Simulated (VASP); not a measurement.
# Mg2Sn (Fm-3m) in VASP: notebook

Runs on Mg2Sn. Level: PBE. Tasks: single point.

Program: VASP 6.6.1. These are calculated values, not measurements. Logs are shortened: lines on timing, memory, paths and dates and some standing lists are left out, and cuts for length are marked.

### 1 The cell of the first run

It takes space group Fm-3m (No. 225, cubic). The conventional cell has a = 6.658 Å, b = 6.658 Å, c = 6.658 Å, α = 90.00°, β = 90.00°, γ = 90.00°. Within 3.8 Å of Sn (site symmetry m-3m) lie 8 Mg at 2.88 Å. Within 3.8 Å of Mg (site symmetry -43m) lie 4 Sn at 2.88 Å and 6 Mg at 3.33 Å.

### 2 Single point, PBE (strain -1.5%)

Input file INCAR:

```
ALGO = Normal
EDIFF = 1E-6
ENCUT = 600
GGA = PE
GGA_COMPAT = False
ISIF = 2
ISMEAR = -1
LASPH = True
LCHARG = False
LREAL = False
LWAVE = False
NBANDS = 16
NELM = 120
PREC = Accurate
SIGMA = 0.02
```

Input file KPOINTS:

```
k-points
0
Gamma
  6 6 6
```

Input file POSCAR:

```
Mg2Sn
1.0
    0.0000000000      3.3292362537      3.3292362537
    3.3292362537      0.0000000000      3.3292362537
    3.3292362537      3.3292362537      0.0000000000
Sn Mg
1 2
Direct
    0.0000000000      0.0000000000      0.0000000000
    0.2500000000      0.2500000000      0.2500000000
    0.7500000000      0.7500000000      0.7500000000
```

Potentials or basis: VASP PAW PBE potentials, release 64 (Sn_d, Mg).

Command:

```sh
> cat potpaw_PBE.64/Sn_d/POTCAR potpaw_PBE.64/Mg/POTCAR > POTCAR
> mpirun -np 1 vasp_std > vasp.out
```

OUTCAR:

```text
EDIFF = 1E-6
   ENCUT = 600
   GGA = PE
   ISIF = 2
   ISMEAR = -1
   LASPH = True
   LREAL = False
   NELM = 120
   PREC = Accurate

 ion  position               nearest neighbor table
   1  0.000  0.000  0.000-   2 2.88   3 2.88   3 2.88   3 2.88   3 2.88   2 2.88   2 2.88   2 2.88

   2  0.250  0.250  0.250-   1 2.88   1 2.88   1 2.88   1 2.88   3 3.33   3 3.33   3 3.33   3 3.33
                             3 3.33   3 3.33
   3  0.750  0.750  0.750-   1 2.88   1 2.88   1 2.88   1 2.88   2 3.33   2 3.33   2 3.33   2 3.33
                             2 3.33   2 3.33

  LATTYP: Found a face centered cubic cell.
 ALAT       =     6.6584725074

  Lattice vectors:

 A1 = (   0.0000000000,   3.3292362537,   3.3292362537)
 A2 = (   3.3292362537,   0.0000000000,   3.3292362537)
 A3 = (   3.3292362537,   3.3292362537,   0.0000000000)

Analysis of symmetry for initial positions (statically):
=====================================================================
 Subroutine PRICEL returns:
 Original cell was already a primitive cell.

 Routine SETGRP: Setting up the symmetry group for a
 face centered cubic supercell.

 Subroutine GETGRP returns: Found 48 space group operations
 (whereof 48 operations were pure point group operations)
 out of a pool of 48 trial point group operations.

The static configuration has the point symmetry O_h .

Analysis of symmetry for dynamics (positions and initial velocities):
=====================================================================
 Subroutine PRICEL returns:
 Original cell was already a primitive cell.

 Routine SETGRP: Setting up the symmetry group for a
 face centered cubic supercell.

 Subroutine GETGRP returns: Found 48 space group operations
 (whereof 48 operations were pure point group operations)
 out of a pool of 48 trial point group operations.

The dynamic configuration has the point symmetry O_h .

 Subroutine INISYM returns: Found 48 space group operations
 (whereof 48 operations are pure point group operations),
 and found     1 'primitive' translations

----------------------------------------------------------------------------------------

                                     Primitive cell

  volume of cell :      73.8013

  direct lattice vectors                    reciprocal lattice vectors
     0.000000000  3.329236254  3.329236254    -0.150184595  0.150184595  0.150184595
     3.329236254  0.000000000  3.329236254     0.150184595 -0.150184595  0.150184595
     3.329236254  3.329236254  0.000000000     0.150184595  0.150184595 -0.150184595

  length of vectors
     4.708251062  4.708251062  4.708251062     0.260127350  0.260127350  0.260127350

[... 76 lines left out ...]
   NSW    =      0    number of steps for IOM
   IBRION =     -1    ionic relax: 0-MD 1-quasi-New 2-CG
   NFREE  =      0    steps in history (QN), initial steepest desc. (CG)
   ISIF   =      2    stress and relaxation
   ISYM   =      2    0-nonsym 1-usesym 2-fastsym
   POTIM  = 0.5000    time-step for ionic-motion
   TEBEG  =    0.0;   TEEND  =   0.0 temperature during run
   PSTRESS=    0.0 pullay stress
   NELECT =      18.0000    total number of electrons
   NUPDOWN=      -1.0000    fix difference up-down
   EMIN   =  10.00;   EMAX   =-10.00  energy-range for DOS
   EFERMI =   0.00;   METHOD = LEGACY
   ISMEAR =    -1;   SIGMA  =   0.02  broadening in eV -4-tet -1-fermi 0-gaus
   EFERMI_NEDOS =   21; number of points for ismear=-14 and -15
   IALGO  =     38    algorithm
   IMIX   =      4    mixing-type and parameters
     AMIX     =   0.40;   BMIX     =  1.00
     AMIX_MAG =   1.60;   BMIX_MAG =  1.00
  volume/ion in A,a.u.               =      24.60       166.01
  Fermi-wavevector in a.u.,A,eV,Ry     =   1.022848  1.932902 14.234657  1.046218
  Thomas-Fermi vector in A             =   2.156549
   LORBIT       =      0    0 simple, 1 ext, 2 COOP (PROOUT), +10 PAW based schemes
   GGA     = PE    functional components
   LHFCALC =     F    Hartree Fock is set to
   AEXX    =    0.0000 exact exchange contribution
   IVDW    =     0    specifies the selected vdW correction
   LEPSILON=     F    determine dielectric tensor
   LRPA    =     F    only Hartree local field effects (RPA)
 non-spin polarized calculation
  energy-cutoff  :      600.00
  volume of cell :       73.80
 maximum number of plane-waves:      2488
 NGX is ok and might be reduce to    40
   NGX = 19   NGY = 19   NGZ = 19

 number of electron      17.9999999 magnetization

 Free energy of the ion-electron system (eV)
  ---------------------------------------------------
  ext. energy  EPLUGINS =         0.00000000
  ---------------------------------------------------
  free energy    TOTEN  =        -7.35910329 eV

  energy without entropy =       -7.35873290  energy(sigma->0) =       -7.35891809

 E-fermi :   4.5749     XC(G=0):  -8.9251

 val. band max:        4.5316329662   @ k =   0.5000   0.5000   0.0000
 cond. band min:       4.6183220487   @ k =   0.0000   0.0000   0.0000
 fundamental gap:      0.0866890825
 Fermi energy:         4.5749218384

 k-point     1 :       0.0000    0.0000    0.0000
  band No.  band energies     occupation
      1     -16.3693      2.00000
      2     -16.3693      2.00000
      3     -16.3693      2.00000
      4     -16.3257      2.00000
      5     -16.3257      2.00000
      6      -4.7069      2.00000
[... 281 lines left out ...]
      3     -16.3611      2.00000
      4     -16.3273      2.00000
      5     -16.3229      2.00000
      6      -2.7894      2.00000
[... 8 lines left out ...]
     15      12.7969      0.00000
     16      13.1800      0.00000

------------------------ aborting loop because EDIFF is reached ----------------------------------------

  FORCE on cell =-STRESS in cart. coord.  units (eV):
  Direction    XX          YY          ZZ          XY          YZ          ZX
  --------------------------------------------------------------------------------------
  -------------------------------------------------------------------------------------
  Total        1.4818579      1.4818579      1.4818579     -0.0000000      0.0000000      0.0000000
  in kB       32.1701667     32.1701667     32.1701667     -0.0000000      0.0000000      0.0000000
  external PRESSURE =      32.1701667 kB  Pullay stress =       0.0000000 kB

 VOLUME and BASIS-vectors are now :
 -----------------------------------------------------------------------------
  energy-cutoff  :      600.00
  volume of cell :       73.80
      direct lattice vectors                 reciprocal lattice vectors
     0.000000000  3.329236254  3.329236254    -0.150184595  0.150184595  0.150184595
     3.329236254  0.000000000  3.329236254     0.150184595 -0.150184595  0.150184595
     3.329236254  3.329236254  0.000000000     0.150184595  0.150184595 -0.150184595

 POSITION                                       TOTAL-FORCE (eV/Angst)
 -----------------------------------------------------------------------------------
      0.00000      0.00000      0.00000        -0.000000      0.000000      0.000000
      1.66462      1.66462      1.66462        -0.000000     -0.000000      0.000000
      4.99385      4.99385      4.99385         0.000000      0.000000     -0.000000
 -----------------------------------------------------------------------------------
    total drift:                               -0.000000      0.000000     -0.000000

  FREE ENERGIE OF THE ION-ELECTRON SYSTEM (eV)
  ---------------------------------------------------
  free  energy   TOTEN  =        -7.3591032895 eV

  energy  without entropy=       -7.3587328989  energy(sigma->0) =       -7.35891809
```

Run time: 25 s. Hardware: 1 thread of Intel Xeon Platinum 8488C (Sapphire Rapids), shared host; peak memory 0.24 GiB.

Results:

- Free energy: -7.3591 eV
- Pressure: 3.2 GPa
- Band gap on the k mesh: zero (band 9 reaches 4.62 eV, above the bottom of band 10 at 4.53 eV)

Levels at points of the mesh, in eV from the Fermi level:
| k point | band 7 | band 8 | band 9 | band 10 | band 11 | band 12 |
| --- | --- | --- | --- | --- | --- | --- |
| (0.00, 0.00, 0.00) | 0.04 | 0.04 | 0.04 | 1.73 | 2.25 | 2.25 |
| (0.50, 0.00, 0.00) | -4.94 | -0.82 | -0.82 | 0.88 | 2.29 | 2.29 |
| (0.50, 0.50, 0.00) | -4.69 | -2.15 | -2.15 | -0.04 | 0.15 | 7.48 |

Caveat: the cell differs from its parent crystal (strain -1.5%); spin-orbit coupling is left out, which moves the levels of the heavy elements.

### 3 Single point, PBE (strain +0.5%)

Input file INCAR:

```
PREC = Accurate
ENCUT = 600
EDIFF = 1E-6
ISMEAR = -1
SIGMA = 0.02
LREAL = F
LASPH = T
NELM = 120
ALGO = Normal
ISIF = 2
LWAVE = F
LCHARG = T
GGA = PE
LELF = T
LVHAR = T
NBANDS = 16
GGA_COMPAT = F
```

Input file KPOINTS:

```
Automatic mesh
0
Gamma
  6 6 6
```

Input file POSCAR:

```
Mg2Sn
1.0
    0.0000000000      3.3968349593      3.3968349593
    3.3968349593      0.0000000000      3.3968349593
    3.3968349593      3.3968349593      0.0000000000
Sn Mg
1 2
Direct
    0.0000000000      0.0000000000      0.0000000000
    0.2500000000      0.2500000000      0.2500000000
    0.7500000000      0.7500000000      0.7500000000
```

Potentials or basis: VASP PAW PBE potentials, release 64 (Sn_d, Mg).

Command:

```sh
> cat potpaw_PBE.64/Sn_d/POTCAR potpaw_PBE.64/Mg/POTCAR > POTCAR
> mpirun -np 1 vasp_std > vasp.out
```

Run time: 25 s. Hardware: 1 thread of Intel Xeon Platinum 8488C (Sapphire Rapids), shared host; peak memory 0.25 GiB.

It converged, with:

```yaml
Free_energy: -7.4068 eV
Pressure: 0.4 GPa
Band_gap_on_the_k_mesh: zero (band 9 reaches 4.18 eV, above the bottom of band 10 at 4.00 eV)
```

Levels at points of the mesh, in eV from the Fermi level:
```tsv
k point	band 6	band 7	band 8	band 9	band 10	band 11	band 12	band 13
(0.00, 0.00, 0.00)	-8.95	0.09	0.09	0.09	1.43	2.21	2.21	2.21
(0.50, 0.00, 0.00)	-7.71	-4.68	-0.73	-0.73	0.70	2.29	2.29	4.01
(0.50, 0.50, 0.00)	-7.21	-4.47	-1.99	-1.99	-0.09	0.27	7.24	7.24
```

Caveat: the cell differs from its parent crystal (strain +0.5%); spin-orbit coupling is left out, which moves the levels of the heavy elements.
